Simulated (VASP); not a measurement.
# Mo2Ru3 (P6_3/mmc) in VASP: a series of runs

Mo2Ru3 is run at these levels: PBE; tasks: single point.

Everything below comes from runs of VASP 6.6.1. Logs are shortened: lines on timing, memory, paths and dates and some standing lists are left out, and cuts for length are marked.

**1. The cell of the first run**

Symmetry: P6_3/mmc, No. 194, hexagonal system. Conventional cell: a = 2.765 Å, b = 2.765 Å, c = 22.014 Å, α = 90.00°, β = 90.00°, γ = 120.00°. Within 3.6 Å of Mo (site symmetry 3m) lie 6 Ru at 2.70 to 2.74 Å and 6 Mo at 2.76 Å. Ru (site symmetry 3m) has 3 Mo at 2.70 Å and 9 Ru at 2.70 to 2.76 Å within 3.6 Å. Ru (site symmetry -6m2) has 6 Mo at 2.74 Å and 6 Ru at 2.76 Å within 3.6 Å.

**2. Single point, PBE**

Contents of INCAR:

```
PREC = Accurate
ENCUT = 520
EDIFF = 1E-6
ISMEAR = 0
SIGMA = 0.1
LREAL = F
LASPH = T
NELM = 80
ALGO = Fast
ISIF = 2
LWAVE = F
LCHARG = F
GGA = PE
NBANDS = 81
```

Contents of KPOINTS:

```
regular mesh
0
Gamma
  18 18 2
```

Contents of POSCAR:

```
Mo2Ru3
1.0
    2.7645907131     -0.0000000289      0.0000000000
   -1.3822953316      2.3942058031      0.0000000000
    0.0000000000      0.0000000000     22.0135456000
Mo Ru
4 6
Direct
    0.3333333333      0.6666666667      0.6487150000
    0.3333333333      0.6666666667      0.8512850000
    0.6666666667      0.3333333333      0.1487150000
    0.6666666667      0.3333333333      0.3512850000
    0.3333333333      0.6666666667      0.0495970000
    0.3333333333      0.6666666667      0.2500000000
    0.3333333333      0.6666666667      0.4504030000
    0.6666666667      0.3333333333      0.7500000000
    0.6666666667      0.3333333333      0.9504030000
    0.6666666667      0.3333333333      0.5495970000
```

Potentials or basis: VASP PAW PBE potentials, release 64 (Mo_sv, Ru_pv).

The run is started by

```console
$ cat potpaw_PBE.64/Mo_sv/POTCAR potpaw_PBE.64/Ru_pv/POTCAR > POTCAR
$ mpirun -np 1 vasp_std > vasp.out
```

OUTCAR:

```text
PREC = Accurate
   ENCUT = 520
   EDIFF = 1E-6
   ISMEAR = 0
   LREAL = F
   LASPH = T
   NELM = 80
   ISIF = 2
   GGA = PE

 ion  position               nearest neighbor table
   1  0.333  0.667  0.649-  10 2.70  10 2.70  10 2.70   8 2.74   8 2.74   8 2.74
   2  0.333  0.667  0.851-   9 2.70   9 2.70   9 2.70   8 2.74   8 2.74   8 2.74
   3  0.667  0.333  0.149-   5 2.70   5 2.70   5 2.70   6 2.74   6 2.74   6 2.74
   4  0.667  0.333  0.351-   7 2.70   7 2.70   7 2.70   6 2.74   6 2.74   6 2.74
   5  0.333  0.667  0.050-   3 2.70   3 2.70   3 2.70   9 2.70   9 2.70   9 2.70
   6  0.333  0.667  0.250-   3 2.74   4 2.74   3 2.74   4 2.74   3 2.74   4 2.74
   7  0.333  0.667  0.450-   4 2.70   4 2.70   4 2.70  10 2.70  10 2.70  10 2.70
   8  0.667  0.333  0.750-   1 2.74   2 2.74   1 2.74   2 2.74   1 2.74   2 2.74
   9  0.667  0.333  0.950-   2 2.70   2 2.70   2 2.70   5 2.70   5 2.70   5 2.70
  10  0.667  0.333  0.550-   1 2.70   1 2.70   1 2.70   7 2.70   7 2.70   7 2.70

  LATTYP: Found a hexagonal cell.
 ALAT       =     2.7645907131
 C/A-ratio  =     7.9626779818

  Lattice vectors:

 A1 = (   2.7645907131,  -0.0000000289,   0.0000000000)
 A2 = (  -1.3822953316,   2.3942058031,   0.0000000000)
 A3 = (   0.0000000000,   0.0000000000,  22.0135456000)

Analysis of symmetry for initial positions (statically):
=====================================================================
 Subroutine PRICEL returns:
 Original cell was already a primitive cell.

 Routine SETGRP: Setting up the symmetry group for a
 hexagonal supercell.

 Subroutine GETGRP returns: Found 24 space group operations
 (whereof 12 operations were pure point group operations)
 out of a pool of 24 trial point group operations.

The static configuration has the point symmetry D_3d.
 The point group associated with its full space group is D_6h.

Analysis of symmetry for dynamics (positions and initial velocities):
=====================================================================
 Subroutine PRICEL returns:
 Original cell was already a primitive cell.

 Routine SETGRP: Setting up the symmetry group for a
 hexagonal supercell.

 Subroutine GETGRP returns: Found 24 space group operations
 (whereof 12 operations were pure point group operations)
 out of a pool of 24 trial point group operations.

The dynamic configuration has the point symmetry D_3d.
 The point group associated with its full space group is D_6h.

 Subroutine INISYM returns: Found 24 space group operations
 (whereof 12 operations are pure point group operations),
 and found     1 'primitive' translations
[... 122 lines left out ...]
   NELECT =     140.0000    total number of electrons
   NUPDOWN=      -1.0000    fix difference up-down
   EMIN   =  10.00;   EMAX   =-10.00  energy-range for DOS
   EFERMI =   0.00;   METHOD = LEGACY
   ISMEAR =     0;   SIGMA  =   0.10  broadening in eV -4-tet -1-fermi 0-gaus
   EFERMI_NEDOS =   21; number of points for ismear=-14 and -15
   IALGO  =     68    algorithm
   IMIX   =      4    mixing-type and parameters
     AMIX     =   0.40;   BMIX     =  1.00
     AMIX_MAG =   1.60;   BMIX_MAG =  1.00
  volume/ion in A,a.u.               =      14.57        98.33
  Fermi-wavevector in a.u.,A,eV,Ry     =   1.615437  3.052734 35.506270  2.609637
  Thomas-Fermi vector in A             =   2.710185
   LORBIT       =      0    0 simple, 1 ext, 2 COOP (PROOUT), +10 PAW based schemes
   GGA     = PE    functional components
   LHFCALC =     F    Hartree Fock is set to
   AEXX    =    0.0000 exact exchange contribution
   IVDW    =     0    specifies the selected vdW correction
   LEPSILON=     F    determine dielectric tensor
   LRPA    =     F    only Hartree local field effects (RPA)
 non-spin polarized calculation
 RMM-DIIS sequential band-by-band and
 Gauss-broadening in eV      SIGMA  =   0.10
  energy-cutoff  :      520.00
  volume of cell :      145.71
 maximum number of plane-waves:      3954
 NGX is ok and might be reduce to    24
   NGX = 11   NGY = 11   NGZ = 81

 number of electron     140.0000008 magnetization

 Free energy of the ion-electron system (eV)
  ---------------------------------------------------
  ext. energy  EPLUGINS =         0.00000000
  ---------------------------------------------------
  free energy    TOTEN  =       -98.66583160 eV

  energy without entropy =      -98.62933036  energy(sigma->0) =      -98.64758098

 E-fermi :  12.1697     XC(G=0): -13.7196

 val. band max:       12.1687462824   @ k =   0.1667   0.0000   0.5000
 cond. band min:      12.1708421731   @ k =   0.3889   0.0000   0.0000
 fundamental gap:      0.0020958907
 Fermi energy:        12.1697230940

 k-point     1 :       0.0000    0.0000    0.0000
  band No.  band energies     occupation
      1     -48.5715      2.00000
      2     -48.5715      2.00000
      3     -48.5705      2.00000
      4     -48.5705      2.00000
      5     -30.7271      2.00000
      6     -30.7266      2.00000
[... 2005 lines left out ...]
     80      15.0988      0.00000
     81      15.2213      0.00000

 [... further k-points ...]

------------------------ aborting loop because EDIFF is reached ----------------------------------------

  FORCE on cell =-STRESS in cart. coord.  units (eV):
  Direction    XX          YY          ZZ          XY          YZ          ZX
  --------------------------------------------------------------------------------------
  -------------------------------------------------------------------------------------
  Total        0.1576275      0.1576275      0.1465240     -0.0000000      0.0000000     -0.0000000
  in kB        1.7332460      1.7332460      1.6111543     -0.0000000      0.0000000     -0.0000000
  external PRESSURE =       1.6925488 kB  Pullay stress =       0.0000000 kB

 VOLUME and BASIS-vectors are now :
 -----------------------------------------------------------------------------
  energy-cutoff  :      520.00
  volume of cell :      145.71
      direct lattice vectors                 reciprocal lattice vectors
     2.764590713 -0.000000029  0.000000000     0.361717198  0.208837517  0.000000000
    -1.382295332  2.394205803  0.000000000     0.000000004  0.417675041  0.000000000
     0.000000000  0.000000000 22.013545600     0.000000000  0.000000000  0.045426576

 POSITION                                       TOTAL-FORCE (eV/Angst)
 -----------------------------------------------------------------------------------
      0.00000      1.59614     14.28052         0.000000     -0.000000      0.000161
      0.00000      1.59614     18.73980         0.000000      0.000000     -0.000161
      1.38230      0.79807      3.27374        -0.000000     -0.000000      0.000161
      1.38230      0.79807      7.73303        -0.000000      0.000000     -0.000161
      0.00000      1.59614      1.09181         0.000000      0.000000     -0.015797
      0.00000      1.59614      5.50339        -0.000000      0.000000     -0.000000
      0.00000      1.59614      9.91497         0.000000     -0.000000      0.015797
      1.38230      0.79807     16.51016         0.000000     -0.000000     -0.000000
      1.38230      0.79807     20.92174        -0.000000      0.000000      0.015797
      1.38230      0.79807     12.09858        -0.000000      0.000000     -0.015797
 -----------------------------------------------------------------------------------
    total drift:                               -0.000001      0.000000     -0.000000

  FREE ENERGIE OF THE ION-ELECTRON SYSTEM (eV)
  ---------------------------------------------------
  free  energy   TOTEN  =       -98.6658316003 eV

  energy  without entropy=      -98.6293303582  energy(sigma->0) =      -98.64758098
```

stdout:

```text
POSCAR found type information on POSCAR MoRu
 POSCAR found :  2 types and      10 ions
 scaLAPACK will be used
 LDA part: xc-table for (Slater+PW92), standard interpolation
 POSCAR, INCAR and KPOINTS ok, starting setup
 FFT: planning ... GRIDC
 FFT: planning ... GRID_SOFT
 FFT: planning ... GRID
 WAVECAR not read
 entering main loop
```

Wall time 21 min (1 thread of AMD EPYC 9R45 (Zen 5), shared host); peak memory 0.7 GiB.

What came out:

```
Free energy            : -98.6658 eV
Pressure               : 0.2 GPa
Largest force          : 0.016 eV/Å
Band gap on the k mesh : zero (bands 70 and 71 overlap by 2.31 eV)
```

Forces in eV/Å, atoms in the order of the input:
```
Mo   0.000  0.000  0.000
Mo   0.000  0.000  0.000
Mo   0.000  0.000  0.000
Mo   0.000  0.000  0.000
Ru   0.000  0.000 -0.016
Ru   0.000  0.000  0.000
Ru   0.000  0.000  0.016
Ru   0.000  0.000  0.000
Ru   0.000  0.000  0.016
Ru   0.000  0.000 -0.016
```

**3. Single point, PBE**

Contents of INCAR:

```
SYSTEM = Mo2Ru3
ALGO = Fast ; EDIFF = 1E-6
ENCUT = 520 ; GGA = PE
ISIF = 2 ; ISMEAR = 0
LASPH = .TRUE. ; LCHARG = .TRUE.
LELF = .TRUE. ; LREAL = .FALSE.
LVHAR = .TRUE. ; LWAVE = .FALSE.
NBANDS = 81 ; NELM = 100
PREC = Accurate ; SIGMA = 0.2
```

Contents of KPOINTS:

```
k-points
0
G
  12 12 1
  0 0 0
```

Contents of POSCAR:

```
Mo2Ru3
1.0
    2.7639925049      0.0000095921      0.0000001294
   -1.3819879021      2.3937470894      0.0000021287
   -0.0001682019     -0.0000611000     22.0314439470
Mo Ru
4 6
Direct
    0.3333386962      0.6666860536      0.6486378099
    0.3333410579      0.6666761889      0.8513624341
    0.6666747124      0.3333280908      0.1486372136
    0.6666720580      0.3333360047      0.3513625342
    0.3333347921      0.6666649686      0.0498048608
    0.3333107435      0.6666527207      0.2500017213
    0.3333497245      0.6666773820      0.4501971717
    0.6666601567      0.3333174201      0.7499982395
    0.6666538674      0.3333251044      0.9501952476
    0.6666641915      0.3333360662      0.5498027672
```

Potentials or basis: VASP PAW PBE potentials, release 64 (Mo_sv, Ru_pv).

The run is started by

```console
$ cat potpaw_PBE.64/Mo_sv/POTCAR potpaw_PBE.64/Ru_pv/POTCAR > POTCAR
$ mpirun -np 1 vasp_std > vasp.out
```

OUTCAR:

```text
SYSTEM = Mo2Ru3
   EDIFF = 1E-6
   ENCUT = 520
   GGA = PE
   ISIF = 2
   ISMEAR = 0
   LASPH = .TRUE.
   LREAL = .FALSE.
   NELM = 100
   PREC = Accurate

 ion  position               nearest neighbor table
   1  0.333  0.667  0.649-  10 2.70  10 2.70  10 2.70   8 2.74   8 2.74   8 2.74
   2  0.333  0.667  0.851-   9 2.70   9 2.70   9 2.70   8 2.74   8 2.74   8 2.74
   3  0.667  0.333  0.149-   5 2.70   5 2.70   5 2.70   6 2.74   6 2.74   6 2.74
   4  0.667  0.333  0.351-   7 2.70   7 2.70   7 2.70   6 2.74   6 2.74   6 2.74
   5  0.333  0.667  0.050-   3 2.70   3 2.70   3 2.70   9 2.71   9 2.71   9 2.71
   6  0.333  0.667  0.250-   4 2.74   4 2.74   3 2.74   4 2.74   3 2.74   3 2.74
   7  0.333  0.667  0.450-   4 2.70   4 2.70   4 2.70  10 2.71  10 2.71  10 2.71
   8  0.667  0.333  0.750-   1 2.74   1 2.74   1 2.74   2 2.74   2 2.74   2 2.74
   9  0.667  0.333  0.950-   2 2.70   2 2.70   2 2.70   5 2.71   5 2.71   5 2.71
  10  0.667  0.333  0.550-   1 2.70   1 2.70   1 2.70   7 2.71   7 2.71   7 2.71

  Warning from LATTYP: Got some problem with cell dimensions!
  Tried to take original basis but could not verify dimensions!
  LATTYP: Found a base centered orthorhombic cell.
 ALAT       =     2.7639925049
 B/A-ratio  =     1.7320972334
 C/A-ratio  =     7.9708768778

  Lattice vectors:

 A1 = (   1.3819879021,  -2.3937470894,  -0.0000021287)
 A2 = (   1.3820046028,   2.3937566815,   0.0000022581)
 A3 = (  -0.0001682019,  -0.0000611000,  22.0314439470)

Analysis of symmetry for initial positions (statically):
=====================================================================
 Subroutine PRICEL returns:
 Original cell was already a primitive cell.

 Routine SETGRP: Setting up the symmetry group for a
 base centered orthorhombic supercell.

 Subroutine GETGRP returns: Found  1 space group operations
 (whereof  1 operations were pure point group operations)
 out of a pool of  8 trial point group operations.

The static configuration has the point symmetry C_1 .

Analysis of symmetry for dynamics (positions and initial velocities):
=====================================================================
 Subroutine PRICEL returns:
 Original cell was already a primitive cell.

 Routine SETGRP: Setting up the symmetry group for a
 base centered orthorhombic supercell.

 Subroutine GETGRP returns: Found  1 space group operations
 (whereof  1 operations were pure point group operations)
 out of a pool of  8 trial point group operations.

The dynamic configuration has the point symmetry C_1 .

 Subroutine INISYM returns: Found  1 space group operations
 (whereof  1 operations are pure point group operations),
 and found     1 'primitive' translations

----------------------------------------------------------------------------------------

                                     Primitive cell

  volume of cell :     145.7669

  direct lattice vectors                    reciprocal lattice vectors
     2.763992505  0.000009592  0.000000129     0.361794757  0.208875858  0.000003341
    -1.381987902  2.393747089  0.000002129    -0.000001450  0.417754240  0.000001159
    -0.000168202 -0.000061100 22.031443947    -0.000000002 -0.000000042  0.045389671

  length of vectors
     2.763992505  2.764039741 22.031443948     0.417761379  0.417754240  0.045389671

  position of ions in fractional coordinates (direct lattice)
     0.333338696  0.666686054  0.648637810
     0.333341058  0.666676189  0.851362434
     0.666674712  0.333328091  0.148637214
[... 79 lines left out ...]
   ions per type =               4   6
   NGX,Y,Z   is equivalent  to a cutoff of  14.44, 14.44, 12.68 a.u.
   NGXF,Y,Z  is equivalent  to a cutoff of  28.87, 28.87, 25.35 a.u.
 SYSTEM =  Mo2Ru3
   PREC   = accura    normal or accurate (medium, high low for compatibility)
   ISTART =      0    job   : 0-new  1-cont  2-samecut
   ICHARG =      2    charge: 1-file 2-atom 10-const
   ISPIN  =      1    spin polarized calculation?
   LNONCOLLINEAR =      F non collinear calculations
   LSORBIT =      F    spin-orbit coupling
   LASPH  =      T    aspherical Exc in radial PAW
   ENCUT  =  520.0 eV  38.22 Ry    6.18 a.u.   5.14  5.14 40.96*2*pi/ulx,y,z
   NELM   =    100;   NELMIN=  2; NELMDL= -5     # of ELM steps
   EDIFF  = 0.1E-05   stopping-criterion for ELM
   LREAL  =      F    real-space projection
   EDIFFG = 0.1E-04   stopping-criterion for IOM
   NSW    =      0    number of steps for IOM
   IBRION =     -1    ionic relax: 0-MD 1-quasi-New 2-CG
   NFREE  =      0    steps in history (QN), initial steepest desc. (CG)
   ISIF   =      2    stress and relaxation
   ISYM   =      2    0-nonsym 1-usesym 2-fastsym
   POTIM  = 0.5000    time-step for ionic-motion
   TEBEG  =    0.0;   TEEND  =   0.0 temperature during run
   PSTRESS=    0.0 pullay stress
   NELECT =     140.0000    total number of electrons
   NUPDOWN=      -1.0000    fix difference up-down
   EMIN   =  10.00;   EMAX   =-10.00  energy-range for DOS
   EFERMI =   0.00;   METHOD = LEGACY
   ISMEAR =     0;   SIGMA  =   0.20  broadening in eV -4-tet -1-fermi 0-gaus
   EFERMI_NEDOS =   21; number of points for ismear=-14 and -15
   IALGO  =     68    algorithm
   IMIX   =      4    mixing-type and parameters
     AMIX     =   0.40;   BMIX     =  1.00
     AMIX_MAG =   1.60;   BMIX_MAG =  1.00
  volume/ion in A,a.u.               =      14.58        98.37
  Fermi-wavevector in a.u.,A,eV,Ry     =   1.615218  3.052320 35.496644  2.608930
  Thomas-Fermi vector in A             =   2.710001
   LORBIT       =      0    0 simple, 1 ext, 2 COOP (PROOUT), +10 PAW based schemes
   GGA     = PE    functional components
   LHFCALC =     F    Hartree Fock is set to
   AEXX    =    0.0000 exact exchange contribution
   IVDW    =     0    specifies the selected vdW correction
   LEPSILON=     F    determine dielectric tensor
   LRPA    =     F    only Hartree local field effects (RPA)
 non-spin polarized calculation
 RMM-DIIS sequential band-by-band and
 Gauss-broadening in eV      SIGMA  =   0.20
  energy-cutoff  :      520.00
  volume of cell :      145.77
 maximum number of plane-waves:      3949
 NGX is ok and might be reduce to    24
   NGX = 11   NGY = 11   NGZ = 81

 number of electron     140.0000000 magnetization

 Free energy of the ion-electron system (eV)
  ---------------------------------------------------
  ext. energy  EPLUGINS =         0.00000000
  ---------------------------------------------------
  free energy    TOTEN  =       -98.70177990 eV

  energy without entropy =      -98.51697849  energy(sigma->0) =      -98.60937920

 E-fermi :  12.2052     XC(G=0): -13.7161

 val. band max:       12.2023011355   @ k =  -0.0000   0.0833   0.0000
 cond. band min:      12.2227730144   @ k =  -0.2500   0.1667   0.0000
 fundamental gap:      0.0204718789
 Fermi energy:        12.2051739071

 k-point     1 :       0.0000    0.0000    0.0000
  band No.  band energies     occupation
      1     -48.5844      2.00000
      2     -48.5843      2.00000
      3     -48.5834      2.00000
      4     -48.5834      2.00000
      5     -30.7071      2.00000
      6     -30.7066      2.00000
[... 2005 lines left out ...]
     80      14.9150      0.00000
     81      14.9908      0.00000

 [... further k-points ...]

------------------------ aborting loop because EDIFF is reached ----------------------------------------

  FORCE on cell =-STRESS in cart. coord.  units (eV):
  Direction    XX          YY          ZZ          XY          YZ          ZX
  --------------------------------------------------------------------------------------
  -------------------------------------------------------------------------------------
  Total        0.1893729      0.1839936      0.1807793     -0.0005751      0.0001898      0.0008757
  in kB        2.0814670      2.0223407      1.9870113     -0.0063214      0.0020862      0.0096247
  external PRESSURE =       2.0302730 kB  Pullay stress =       0.0000000 kB

 VOLUME and BASIS-vectors are now :
 -----------------------------------------------------------------------------
  energy-cutoff  :      520.00
  volume of cell :      145.77
      direct lattice vectors                 reciprocal lattice vectors
     2.763992505  0.000009592  0.000000129     0.361794757  0.208875858  0.000003341
    -1.381987902  2.393747089  0.000002129    -0.000001450  0.417754240  0.000001159
    -0.000168202 -0.000061100 22.031443947    -0.000000002 -0.000000042  0.045389671

 POSITION                                       TOTAL-FORCE (eV/Angst)
 -----------------------------------------------------------------------------------
     -0.00012      1.59584     14.29043         0.000012     -0.000088      0.002867
     -0.00013      1.59581     18.75675        -0.000090     -0.000060     -0.003311
      1.38200      0.79790      3.27469        -0.000118     -0.000119      0.003372
      1.38195      0.79791      7.74102        -0.000029     -0.000120     -0.003216
      0.00000      1.59583      1.09727        -0.000007      0.000036     -0.015115
     -0.00008      1.59579      5.50790         0.000128      0.000188     -0.000272
     -0.00004      1.59583      9.91850        -0.000148     -0.000020      0.014972
      1.38188      0.79784     16.52354        -0.000002      0.000089      0.000282
      1.38182      0.79784     20.93417         0.000129      0.000040      0.015101
      1.38190      0.79790     12.11295         0.000125      0.000055     -0.014680
 -----------------------------------------------------------------------------------
    total drift:                               -0.000003      0.000003      0.000241

  FREE ENERGIE OF THE ION-ELECTRON SYSTEM (eV)
  ---------------------------------------------------
  free  energy   TOTEN  =       -98.7017798978 eV

  energy  without entropy=      -98.5169784946  energy(sigma->0) =      -98.60937920
```

Run time: 26 min. Hardware: 1 thread of Oxide Virtual Turin-like, shared host; peak memory 0.7 GiB.

Results:

```
Free energy            : -98.7018 eV
Pressure               : 0.2 GPa
Largest force          : 0.015 eV/Å
Band gap on the k mesh : zero (bands 70 and 71 overlap by 2.30 eV)
```

Forces in eV/Å, atoms in the order of the input:
```
Mo   0.000  0.000  0.003
Mo   0.000  0.000 -0.003
Mo   0.000  0.000  0.003
Mo   0.000  0.000 -0.003
Ru   0.000  0.000 -0.015
Ru   0.000  0.000  0.000
Ru   0.000  0.000  0.015
Ru   0.000  0.000  0.000
Ru   0.000  0.000  0.015
Ru   0.000  0.000 -0.015
```
